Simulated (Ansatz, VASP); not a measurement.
## Two plane-wave programs on In

```
CELL_PARAMETERS angstrom
-1.66344 1.66344 2.35567
1.66344 -1.66344 2.35567
1.66344 1.66344 -2.35567
ATOMIC_POSITIONS crystal
In 0.00000 0.00000 0.00000
```

Alike in both runs: functional PBE; dispersion D3(BJ); k mesh 18 × 18 × 18; occupations gaussian, width 0.1 eV; no spin polarisation.

Ansatz relaxed the structure, and its values are those at the end. VASP's run is a single point on that final structure, the one shown.

|  | VASP | Ansatz |
| --- | --- | --- |
| version | VASP 6.6.1 | Ansatz 0.2.0 |
| potentials or method | VASP PAW PBE potentials, release 64 (In_d), cutoff 520 eV | scalar-relativistic, plane waves, PAW |
| valence electrons in the cell | 13 | 13 |

|  | VASP | Ansatz | Ansatz less VASP |
| --- | --- | --- | --- |
| gap on the k mesh at the Fermi level (eV) | none | none | - |
| pressure (GPa) | 0.0 | 0.0 | +0.04 |

A gap of «none» marks a metal or a gap that the smearing closes.
